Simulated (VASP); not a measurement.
# Ti (R-3m) in VASP: further runs

Runs on Ti. Level: PBEsol. Tasks: electric field gradients.

All numbers are computed with VASP 6.6.1; they aren't measurements. Logs are shortened: lines on timing, memory, paths and dates and some standing lists are left out, and cuts for length are marked.

**1. The cell of the first run**

Symmetry: R-3m, No. 166, trigonal system. The conventional cell has a = 4.595 Å, b = 4.595 Å, c = 2.899 Å, α = 90.00°, β = 90.00°, γ = 120.00°. Ti (site symmetry -3m) has 14 Ti at 2.82 to 3.28 Å within 3.7 Å.

**2. Electric field gradients, PBEsol (equal xy, yz and zx shear strains of +2 %)**

INCAR

```
ALGO = Normal
EDIFF = 1E-8
ENCUT = 520
GGA = PS
ISIF = 2
ISMEAR = -1
LASPH = True
LCHARG = False
LEFG = True
LREAL = False
LWAVE = False
NBANDS = 12
NELM = 100
PREC = Accurate
SIGMA = 0.05
```

KPOINTS

```
k-points
0
Gamma
  14 14 14
```

POSCAR

```
Ti
1.0
   -1.6081800000      1.6410000000      1.6410000000
    1.6410000000     -1.6081800000      1.6410000000
    1.6410000000      1.6410000000     -1.6081800000
Ti
1
Direct
    0.0000000000      0.0000000000      0.0000000000
```

Potentials or basis: VASP PAW PBE potentials, release 64 (Ti_sv).

On the command line:

```console
cat potpaw_PBE.64/Ti_sv/POTCAR > POTCAR
mpirun -np 1 vasp_std > vasp.out
```

OUTCAR:

```text
EDIFF = 1E-8
   ENCUT = 520
   GGA = PS
   ISIF = 2
   ISMEAR = -1
   LASPH = True
   LREAL = False
   NELM = 100
   PREC = Accurate

 ion  position               nearest neighbor table
   1  0.000  0.000  0.000-

  LATTYP: Found a trigonal (rhomboedric) cell.
 ALAT       =     2.8234739086
 COS(alpha) =    -0.3242805026

  Lattice vectors:

 A1 = (  -1.6081800000,   1.6410000000,   1.6410000000)
 A2 = (   1.6410000000,  -1.6081800000,   1.6410000000)
 A3 = (   1.6410000000,   1.6410000000,  -1.6081800000)

Analysis of symmetry for initial positions (statically):
=====================================================================
 Subroutine PRICEL returns:
 Original cell was already a primitive cell.

 Routine SETGRP: Setting up the symmetry group for a
 trigonal (rhombohedral) supercell.

 Subroutine GETGRP returns: Found 12 space group operations
 (whereof 12 operations were pure point group operations)
 out of a pool of 12 trial point group operations.

The static configuration has the point symmetry D_3d.

Analysis of symmetry for dynamics (positions and initial velocities):
=====================================================================
 Subroutine PRICEL returns:
 Original cell was already a primitive cell.

 Routine SETGRP: Setting up the symmetry group for a
 trigonal (rhombohedral) supercell.

 Subroutine GETGRP returns: Found 12 space group operations
 (whereof 12 operations were pure point group operations)
 out of a pool of 12 trial point group operations.

The dynamic configuration has the point symmetry D_3d.

 Subroutine INISYM returns: Found 12 space group operations
 (whereof 12 operations are pure point group operations),
 and found     1 'primitive' translations

----------------------------------------------------------------------------------------

                                     Primitive cell

  volume of cell :      17.6708

  direct lattice vectors                    reciprocal lattice vectors
    -1.608180000  1.641000000  1.641000000    -0.006034705  0.301735255  0.301735255
     1.641000000 -1.608180000  1.641000000     0.301735255 -0.006034705  0.301735255
     1.641000000  1.641000000 -1.608180000     0.301735255  0.301735255 -0.006034705

  length of vectors
     2.823473909  2.823473909  2.823473909     0.426760760  0.426760760  0.426760760

  position of ions in fractional coordinates (direct lattice)
     0.000000000  0.000000000  0.000000000

  ion indices of the primitive-cell ions
   primitive index   ion index
                 1           1

----------------------------------------------------------------------------------------

 KPOINTS: k-points

Automatic generation of k-mesh.
 Grid dimensions read from file:
 generate k-points for:   14   14   14

 Generating k-lattice:

  Cartesian coordinates                     Fractional coordinates (reciprocal lattice)
    -0.000431050  0.021552518  0.021552518     0.071428571  0.000000000  0.000000000
     0.021552518 -0.000431050  0.021552518     0.000000000  0.071428571  0.000000000
     0.021552518  0.021552518 -0.000431050     0.000000000  0.000000000  0.071428571

  Length of vectors
     0.030482911  0.030482911  0.030482911

  Shift w.r.t. Gamma in fractional coordinates (k-lattice)
     0.000000000  0.000000000  0.000000000

 Subroutine IBZKPT returns following result:
 ===========================================

 Found    288 irreducible k-points:

 Following reciprocal coordinates:
            Coordinates               Weight
  0.000000  0.000000  0.000000      1.000000
  0.071429 -0.000000 -0.000000      6.000000
  0.142857  0.000000  0.000000      6.000000
  0.214286  0.000000  0.000000      6.000000
  0.285714 -0.000000 -0.000000      6.000000
  0.357143 -0.000000 -0.000000      6.000000
[... 16 lines left out ...]
  0.214286  0.142857 -0.000000     12.000000
  0.285714  0.142857 -0.000000     12.000000
 [... further k-points ...]
   k-points           NKPTS =    288   k-points in BZ     NKDIM =    288   number of bands    NBANDS=     12
   number of dos      NEDOS =    301   number of ions     NIONS =      1
   total plane-waves  NPLWV =  13824
   dimension x,y,z NGX =    24 NGY =   24 NGZ =   24
   dimension x,y,z NGXF=    48 NGYF=   48 NGZF=   48
   ions per type =               1
   NGX,Y,Z   is equivalent  to a cutoff of  14.13, 14.13, 14.13 a.u.
   NGXF,Y,Z  is equivalent  to a cutoff of  28.26, 28.26, 28.26 a.u.
 SYSTEM =  unknown system
   PREC   = accura    normal or accurate (medium, high low for compatibility)
   ISTART =      0    job   : 0-new  1-cont  2-samecut
   ICHARG =      2    charge: 1-file 2-atom 10-const
   ISPIN  =      1    spin polarized calculation?
   LNONCOLLINEAR =      F non collinear calculations
   LSORBIT =      F    spin-orbit coupling
   LASPH  =      T    aspherical Exc in radial PAW
   ENCUT  =  520.0 eV  38.22 Ry    6.18 a.u.   5.25  5.25  5.25*2*pi/ulx,y,z
   NELM   =    100;   NELMIN=  2; NELMDL= -5     # of ELM steps
   EDIFF  = 0.1E-07   stopping-criterion for ELM
   LREAL  =      F    real-space projection
   EDIFFG = 0.1E-06   stopping-criterion for IOM
   NSW    =      0    number of steps for IOM
   IBRION =     -1    ionic relax: 0-MD 1-quasi-New 2-CG
   NFREE  =      0    steps in history (QN), initial steepest desc. (CG)
   ISIF   =      2    stress and relaxation
   ISYM   =      2    0-nonsym 1-usesym 2-fastsym
   POTIM  = 0.5000    time-step for ionic-motion
   TEBEG  =    0.0;   TEEND  =   0.0 temperature during run
   PSTRESS=    0.0 pullay stress
   NELECT =      12.0000    total number of electrons
   NUPDOWN=      -1.0000    fix difference up-down
   EMIN   =  10.00;   EMAX   =-10.00  energy-range for DOS
   EFERMI =   0.00;   METHOD = LEGACY
   ISMEAR =    -1;   SIGMA  =   0.05  broadening in eV -4-tet -1-fermi 0-gaus
   EFERMI_NEDOS =   21; number of points for ismear=-14 and -15
   IALGO  =     38    algorithm
   IMIX   =      4    mixing-type and parameters
     AMIX     =   0.40;   BMIX     =  1.00
     AMIX_MAG =   1.60;   BMIX_MAG =  1.00
  volume/ion in A,a.u.               =      17.67       119.25
  Fermi-wavevector in a.u.,A,eV,Ry     =   1.438964  2.719247 28.172445  2.070616
  Thomas-Fermi vector in A             =   2.557872
   LORBIT       =      0    0 simple, 1 ext, 2 COOP (PROOUT), +10 PAW based schemes
   GGA     = PS    functional components
   LHFCALC =     F    Hartree Fock is set to
   AEXX    =    0.0000 exact exchange contribution
   IVDW    =     0    specifies the selected vdW correction
   LEPSILON=     F    determine dielectric tensor
   LRPA    =     F    only Hartree local field effects (RPA)
 non-spin polarized calculation
  energy-cutoff  :      520.00
  volume of cell :       17.67
 maximum number of plane-waves:       486
 NGX is ok and might be reduce to    24
   NGX = 11   NGY = 11   NGZ = 11

 number of electron      12.0000000 magnetization

 Free energy of the ion-electron system (eV)
  ---------------------------------------------------
  ext. energy  EPLUGINS =         0.00000000
  ---------------------------------------------------
  free energy    TOTEN  =        -8.21554479 eV

  energy without entropy =       -8.19514225  energy(sigma->0) =       -8.20534352

 E-fermi :   7.7724     XC(G=0): -11.5492

 val. band max:        7.7702652570   @ k =  -0.3571   0.1429   0.1429
 cond. band min:       7.7779356632   @ k =  -0.3571   0.2857   0.0714
 fundamental gap:      0.0076704062
 Fermi energy:         7.7723695977

 k-point     1 :       0.0000    0.0000    0.0000
  band No.  band energies     occupation
      1     -48.5521      2.00000
      2     -24.5457      2.00000
      3     -24.5087      2.00000
      4     -24.5087      2.00000
      5       1.8661      2.00000
      6       8.6409      0.00000
      7       8.6409      0.00000
      8       8.9414      0.00000
      9      10.4942      0.00000
     10      10.4942      0.00000
     11      24.8771      0.00000
     12      24.8771      0.00000

 k-point     2 :       0.0714   -0.0000   -0.0000
  band No.  band energies     occupation
      1     -48.5463      2.00000
      2     -24.5709      2.00000
      3     -24.5249      2.00000
      4     -24.5090      2.00000
      5       2.0345      2.00000
      6       8.5688      0.00000
      7       8.6471      0.00000
      8       9.0208      0.00000
      9      10.4207      0.00000
     10      10.5013      0.00000
     11      24.5893      0.00000
     12      24.9465      0.00000
[... 316 lines left out ...]
 k-point    24 :       0.2857    0.1429   -0.0000
  band No.  band energies     occupation
      1     -48.4500      2.00000
      2     -25.0126      2.00000
      3     -24.7124      2.00000
      4     -24.5552      2.00000
      5       5.2527      2.00000
      6       7.5278      1.98510
      7       7.7946      0.78102
      8      10.2752      0.00000
      9      10.9032      0.00000
     10      11.6800      0.00000
     11      18.4654      0.00000
     12      20.8600      0.00000

 [... further k-points ...]
[... 5 lines left out ...]
  --------------------------------------------------------------------------------------
  -------------------------------------------------------------------------------------
  Total       -0.7541852     -0.7541852     -0.7541852     -0.0877745     -0.0877745     -0.0877745
  in kB      -68.3805046    -68.3805046    -68.3805046     -7.9583474     -7.9583474     -7.9583474
  external PRESSURE =     -68.3805046 kB  Pullay stress =       0.0000000 kB

 VOLUME and BASIS-vectors are now :
 -----------------------------------------------------------------------------
  energy-cutoff  :      520.00
  volume of cell :       17.67
      direct lattice vectors                 reciprocal lattice vectors
    -1.608180000  1.641000000  1.641000000    -0.006034705  0.301735255  0.301735255
     1.641000000 -1.608180000  1.641000000     0.301735255 -0.006034705  0.301735255
     1.641000000  1.641000000 -1.608180000     0.301735255  0.301735255 -0.006034705

 POSITION                                       TOTAL-FORCE (eV/Angst)
 -----------------------------------------------------------------------------------
      0.00000      0.00000      0.00000         0.000000      0.000000      0.000000
 -----------------------------------------------------------------------------------
    total drift:                                0.000000      0.000000      0.000000

  FREE ENERGIE OF THE ION-ELECTRON SYSTEM (eV)
  ---------------------------------------------------
  free  energy   TOTEN  =        -8.2155447905 eV

  energy  without entropy=       -8.1951422478  energy(sigma->0) =       -8.20534352

 Electric field gradients (V/A^2)
---------------------------------------------------------------------
 ion       V_xx      V_yy      V_zz      V_xy      V_xz      V_yz
---------------------------------------------------------------------
   1       0.000     0.000    -0.000    -4.061    -4.061    -4.061
---------------------------------------------------------------------

 Electric field gradients after diagonalization (V/A^2)
 (convention: |V_zz| > |V_xx| > |V_yy|)
----------------------------------------------------------------------
 ion       V_xx      V_yy      V_zz     asymmetry (V_yy - V_xx)/ V_zz
----------------------------------------------------------------------
   1       4.061     4.061    -8.123       0.000
----------------------------------------------------------------------

           NMR quadrupolar parameters

 Cq : quadrupolar parameter    Cq=e*Q*V_zz/h
 eta: asymmetry parameters     (V_yy - V_xx)/ V_zz
 Q  : nuclear electric quadrupole moment in mb (millibarn)
----------------------------------------------------------------------
 ion       Cq(MHz)       eta       Q (mb)
----------------------------------------------------------------------
   1      -0.020       0.000       1.000
----------------------------------------------------------------------
```

Wall time 33 s (1 thread of Intel Xeon 6975P-C, shared host); peak memory 0.18 GiB.

Results:

```yaml
Free_energy: -8.2155 eV
Pressure: -6.8 GPa
Band_gap_on_the_k_mesh: zero (band 6 reaches 8.64 eV, above the bottom of band 7 at 7.16 eV)
```

Levels at points of the mesh, in eV from the Fermi level:
| k point | band 4 | band 5 | band 6 | band 7 | band 8 | band 9 |
| --- | --- | --- | --- | --- | --- | --- |
| (0.00, 0.00, 0.00) | -32.28 | -5.91 | 0.87 | 0.87 | 1.17 | 2.72 |
| (0.50, 0.00, 0.00) | -32.29 | -2.42 | -0.41 | 0.97 | 2.75 | 3.10 |
| (0.50, 0.50, 0.00) | -32.30 | -2.40 | -0.35 | 1.25 | 2.65 | 2.97 |
| (0.50, 0.50, 0.50) | -32.70 | -2.04 | -2.04 | 3.68 | 3.95 | 3.95 |

Electric field gradients, principal values (V/Å²):
```
atom  least  middle  greatest (by size)
1 Ti  4.061   4.061              -8.123
```

Caveat: the cell differs from its parent crystal (equal xy, yz and zx shear strains of +2 %); without QUAD_EFG the Cq values of the log hold for a quadrupole moment of 1 mb, not for the nuclei; the PAW data sets were made with another functional, which shifts forces and pressure a little.

(Part 1 of 3 ends here.)
